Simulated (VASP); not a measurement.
# InSb (F-43m) in VASP: further runs

Runs on InSb. Level: PBE. Tasks: single point.

All numbers are computed with VASP 6.6.1; they aren't measurements. Logs are shortened: lines on timing, memory, paths and dates and some standing lists are left out, and cuts for length are marked.

### 1 The cell of the first run

Symmetry: F-43m, No. 216, cubic system. Conventional cell: a = 6.478 Å, b = 6.478 Å, c = 6.478 Å, α = 90.00°, β = 90.00°, γ = 90.00°. Within 3.7 Å of In (site symmetry -43m) lie 4 Sb at 2.81 Å. Within 3.7 Å of Sb (site symmetry -43m) lie 4 In at 2.81 Å.

### 2 Single point, PBE

Input file INCAR:

```
SYSTEM = InSb
PREC = Accurate ; ENCUT = 520
EDIFF = 1E-6 ; ISMEAR = 0
SIGMA = 0.15 ; LREAL = .False.
LASPH = .True. ; NELM = 60
ALGO = Normal ; ISIF = 2
LWAVE = .False. ; LCHARG = .False.
GGA = PE ; NBANDS = 16
```

Input file KPOINTS:

```
Automatic mesh
0
Gamma
  12 12 12
  0 0 0
```

Input file POSCAR:

```
InSb
1.0
    0.0000000000      3.2391000000      3.2391000000
    3.2391000000      0.0000000000      3.2391000000
    3.2391000000      3.2391000000      0.0000000000
In Sb
1 1
Direct
    0.0000000000      0.0000000000      0.0000000000
    0.7500000000      0.7500000000      0.7500000000
```

Potentials or basis: VASP PAW PBE potentials, release 64 (In_d, Sb).

Started as:

```console
> cat potpaw_PBE.64/In_d/POTCAR potpaw_PBE.64/Sb/POTCAR > POTCAR
> mpirun -np 1 vasp_std > vasp.out
```

OUTCAR:

```text
SYSTEM = InSb
   PREC = Accurate
   ENCUT = 520
   EDIFF = 1E-6
   ISMEAR = 0
   LREAL = .False.
   LASPH = .True.
   NELM = 60
   ISIF = 2
   GGA = PE

 ion  position               nearest neighbor table
   1  0.000  0.000  0.000-   2 2.81   2 2.81   2 2.81   2 2.81
   2  0.750  0.750  0.750-   1 2.81   1 2.81   1 2.81   1 2.81

  LATTYP: Found a face centered cubic cell.
 ALAT       =     6.4782000000

  Lattice vectors:

 A1 = (   0.0000000000,   3.2391000000,   3.2391000000)
 A2 = (   3.2391000000,   0.0000000000,   3.2391000000)
 A3 = (   3.2391000000,   3.2391000000,   0.0000000000)

Analysis of symmetry for initial positions (statically):
=====================================================================
 Subroutine PRICEL returns:
 Original cell was already a primitive cell.

 Routine SETGRP: Setting up the symmetry group for a
 face centered cubic supercell.

 Subroutine GETGRP returns: Found 24 space group operations
 (whereof 24 operations were pure point group operations)
 out of a pool of 48 trial point group operations.

The static configuration has the point symmetry T_d .

Analysis of symmetry for dynamics (positions and initial velocities):
=====================================================================
 Subroutine PRICEL returns:
 Original cell was already a primitive cell.

 Routine SETGRP: Setting up the symmetry group for a
 face centered cubic supercell.

 Subroutine GETGRP returns: Found 24 space group operations
 (whereof 24 operations were pure point group operations)
 out of a pool of 48 trial point group operations.

The dynamic configuration has the point symmetry T_d .

 Subroutine INISYM returns: Found 24 space group operations
 (whereof 24 operations are pure point group operations),
 and found     1 'primitive' translations

----------------------------------------------------------------------------------------

                                     Primitive cell

  volume of cell :      67.9678

  direct lattice vectors                    reciprocal lattice vectors
     0.000000000  3.239100000  3.239100000    -0.154363867  0.154363867  0.154363867
     3.239100000  0.000000000  3.239100000     0.154363867 -0.154363867  0.154363867
     3.239100000  3.239100000  0.000000000     0.154363867  0.154363867 -0.154363867

  length of vectors
     4.580779150  4.580779150  4.580779150     0.267366060  0.267366060  0.267366060

[... 73 lines left out ...]
   ICHARG =      2    charge: 1-file 2-atom 10-const
   ISPIN  =      1    spin polarized calculation?
   LNONCOLLINEAR =      F non collinear calculations
   LSORBIT =      F    spin-orbit coupling
   LASPH  =      T    aspherical Exc in radial PAW
   ENCUT  =  520.0 eV  38.22 Ry    6.18 a.u.   8.52  8.52  8.52*2*pi/ulx,y,z
   NELM   =     60;   NELMIN=  2; NELMDL= -5     # of ELM steps
   EDIFF  = 0.1E-05   stopping-criterion for ELM
   LREAL  =      F    real-space projection
[... 7 lines left out ...]
   TEBEG  =    0.0;   TEEND  =   0.0 temperature during run
   PSTRESS=    0.0 pullay stress
   NELECT =      18.0000    total number of electrons
   NUPDOWN=      -1.0000    fix difference up-down
   EMIN   =  10.00;   EMAX   =-10.00  energy-range for DOS
   EFERMI =   0.00;   METHOD = LEGACY
   ISMEAR =     0;   SIGMA  =   0.15  broadening in eV -4-tet -1-fermi 0-gaus
   EFERMI_NEDOS =   21; number of points for ismear=-14 and -15
   IALGO  =     38    algorithm
   IMIX   =      4    mixing-type and parameters
     AMIX     =   0.40;   BMIX     =  1.00
     AMIX_MAG =   1.60;   BMIX_MAG =  1.00
  volume/ion in A,a.u.               =      33.98       229.33
  Fermi-wavevector in a.u.,A,eV,Ry     =   1.051311  1.986690 15.037912  1.105255
  Thomas-Fermi vector in A             =   2.186349
   LORBIT       =      0    0 simple, 1 ext, 2 COOP (PROOUT), +10 PAW based schemes
   GGA     = PE    functional components
   LHFCALC =     F    Hartree Fock is set to
   AEXX    =    0.0000 exact exchange contribution
   IVDW    =     0    specifies the selected vdW correction
   LEPSILON=     F    determine dielectric tensor
   LRPA    =     F    only Hartree local field effects (RPA)
 non-spin polarized calculation
 Gauss-broadening in eV      SIGMA  =   0.15
  energy-cutoff  :      520.00
  volume of cell :       67.97
 maximum number of plane-waves:      1853
 NGX is ok and might be reduce to    36
   NGX = 17   NGY = 17   NGZ = 17

 number of electron      17.9999993 magnetization

 Free energy of the ion-electron system (eV)
  ---------------------------------------------------
  ext. energy  EPLUGINS =         0.00000000
  ---------------------------------------------------
  free energy    TOTEN  =        -6.90694429 eV

  energy without entropy =       -6.90669108  energy(sigma->0) =       -6.90681768

 E-fermi :   5.2223     XC(G=0):  -8.6876

 val. band max:        5.1091842640   @ k =   0.0000   0.0000   0.0000
 cond. band min:       5.6478392258   @ k =   0.5000   0.0000   0.0000
 fundamental gap:      0.5386549618
 Fermi energy:         5.2223373374

 k-point     1 :       0.0000    0.0000    0.0000
  band No.  band energies     occupation
      1      -9.4971      2.00000
      2      -9.4971      2.00000
      3      -9.4971      2.00000
      4      -9.4118      2.00000
      5      -9.4118      2.00000
      6      -5.6111      2.00000
[... 433 lines left out ...]
      3      -9.4723      2.00000
      4      -9.4133      2.00000
      5      -9.4107      2.00000
      6      -4.0891      2.00000
[... 8 lines left out ...]
     15      13.3598      0.00000
     16      13.6832      0.00000

 [... further k-points ...]

------------------------ aborting loop because EDIFF is reached ----------------------------------------

  FORCE on cell =-STRESS in cart. coord.  units (eV):
  Direction    XX          YY          ZZ          XY          YZ          ZX
  --------------------------------------------------------------------------------------
  -------------------------------------------------------------------------------------
  Total        1.3202050      1.3202050      1.3202050      0.0000000      0.0000000      0.0000000
  in kB       31.1206658     31.1206658     31.1206658      0.0000000      0.0000000      0.0000000
  external PRESSURE =      31.1206658 kB  Pullay stress =       0.0000000 kB

 VOLUME and BASIS-vectors are now :
 -----------------------------------------------------------------------------
  energy-cutoff  :      520.00
  volume of cell :       67.97
      direct lattice vectors                 reciprocal lattice vectors
     0.000000000  3.239100000  3.239100000    -0.154363867  0.154363867  0.154363867
     3.239100000  0.000000000  3.239100000     0.154363867 -0.154363867  0.154363867
     3.239100000  3.239100000  0.000000000     0.154363867  0.154363867 -0.154363867

 POSITION                                       TOTAL-FORCE (eV/Angst)
 -----------------------------------------------------------------------------------
      0.00000      0.00000      0.00000        -0.000000     -0.000000     -0.000000
      4.85865      4.85865      4.85865         0.000000      0.000000      0.000000
 -----------------------------------------------------------------------------------
    total drift:                                0.000000      0.000000      0.000000

  FREE ENERGIE OF THE ION-ELECTRON SYSTEM (eV)
  ---------------------------------------------------
  free  energy   TOTEN  =        -6.9069442892 eV

  energy  without entropy=       -6.9066910784  energy(sigma->0) =       -6.90681768
```

OSZICAR:

```text
N       E                     dE             d eps       ncg     rms          rms(c)
DAV:   1     0.111946866242E+03    0.11195E+03   -0.80137E+03  2304   0.112E+03
DAV:   2     0.128195636605E+00   -0.11182E+03   -0.10817E+03  2640   0.281E+02
DAV:   3    -0.681511760525E+01   -0.69433E+01   -0.69134E+01  2976   0.718E+01
DAV:   4    -0.700671719725E+01   -0.19160E+00   -0.19157E+00  2896   0.137E+01
DAV:   5    -0.701706466374E+01   -0.10347E-01   -0.10347E-01  3520   0.260E+00    0.419E+00
DAV:   6    -0.691915124566E+01    0.97913E-01   -0.15224E-01  3336   0.597E+00    0.242E+00
DAV:   7    -0.690523334874E+01    0.13918E-01   -0.69271E-02  3120   0.247E+00    0.625E-01
DAV:   8    -0.690622312133E+01   -0.98977E-03   -0.77645E-03  3024   0.102E+00    0.259E-01
DAV:   9    -0.690684717531E+01   -0.62405E-03   -0.91162E-04  2792   0.256E-01    0.773E-02
DAV:  10    -0.690690021478E+01   -0.53039E-04   -0.51507E-05  3096   0.491E-02    0.384E-02
DAV:  11    -0.690694257467E+01   -0.42360E-04   -0.74211E-05  2640   0.562E-02    0.232E-02
DAV:  12    -0.690694396332E+01   -0.13886E-05   -0.12376E-06  2720   0.832E-03    0.627E-03
DAV:  13    -0.690694428915E+01   -0.32584E-06   -0.14371E-06  2704   0.673E-03
   1 F= -.69069443E+01 E0= -.69068177E+01  d E =-.253211E-03
```

stdout:

```text
POSCAR found type information on POSCAR InSb
 POSCAR found :  2 types and       2 ions
 scaLAPACK will be used
 LDA part: xc-table for (Slater+PW92), standard interpolation
 POSCAR, INCAR and KPOINTS ok, starting setup
 FFT: planning ... GRIDC
 FFT: planning ... GRID_SOFT
 FFT: planning ... GRID
 WAVECAR not read
 entering main loop
```

Wall time 26 s (1 thread of Intel Xeon 6975P-C (Granite Rapids), shared host); peak memory 0.25 GiB.

Results:

```yaml
Free_energy: -6.9069 eV
Pressure: 3.1 GPa
Band_gap_on_the_k_mesh: zero (filled and empty bands touch)
```

Levels at points of the mesh, in eV from the Fermi level:
| k point | band 6 | band 7 | band 8 | band 9 | band 10 | band 11 | band 12 | band 13 |
| --- | --- | --- | --- | --- | --- | --- | --- | --- |
| (0.00, 0.00, 0.00) | -10.83 | -0.30 | -0.11 | -0.11 | -0.11 | 2.85 | 2.85 | 2.85 |
| (0.50, 0.00, 0.00) | -9.47 | -5.73 | -1.12 | -1.12 | 0.43 | 3.70 | 3.70 | 5.98 |
| (0.50, 0.50, 0.00) | -8.85 | -6.03 | -2.38 | -2.38 | 1.22 | 1.23 | 8.04 | 8.04 |

Caveat: spin-orbit coupling is left out, which moves the levels of the heavy elements.

### 3 Single point, PBE

Input file INCAR:

```
  ALGO = Normal
  EDIFF = 1E-6
  ENCUT = 520
  GGA = PE
  ISIF = 2
  ISMEAR = 0
  LASPH = T
  LCHARG = T
  LELF = T
  LREAL = F
  LVHAR = T
  LWAVE = F
  NBANDS = 16
  NELM = 80
  PREC = Accurate
  SIGMA = 0.15
```

Input file KPOINTS:

```
k-points
0
Gamma
  14 14 14
```

POSCAR is that of step 2.

Potentials or basis: VASP PAW PBE potentials, release 64 (In_d, Sb).

Started as:

```console
> cat potpaw_PBE.64/In_d/POTCAR potpaw_PBE.64/Sb/POTCAR > POTCAR
> mpirun -np 1 vasp_std > vasp.out
```

Run time: 80 s. Hardware: 1 thread of Intel Xeon Platinum 8488C (Sapphire Rapids), shared host; peak memory 0.28 GiB.

Results (log left out):

* Free energy: -6.9072 eV
* Pressure: 3.1 GPa
* Band gap on the k mesh: zero (filled and empty bands touch)

Levels at points of the mesh, in eV from the Fermi level:
| k point | band 5 | band 6 | band 7 | band 8 | band 9 | band 10 | band 11 | band 12 | band 13 | band 14 |
| --- | --- | --- | --- | --- | --- | --- | --- | --- | --- | --- |
| (0.00, 0.00, 0.00) | -14.65 | -10.85 | -0.32 | -0.13 | -0.13 | -0.13 | 2.83 | 2.83 | 2.83 | 5.60 |
| (0.50, 0.00, 0.00) | -14.65 | -9.49 | -5.75 | -1.14 | -1.14 | 0.41 | 3.68 | 3.68 | 5.96 | 8.15 |
| (0.50, 0.50, 0.00) | -14.64 | -8.87 | -6.05 | -2.40 | -2.40 | 1.20 | 1.21 | 8.02 | 8.02 | 8.67 |

Caveat: spin-orbit coupling is left out, which moves the levels of the heavy elements.
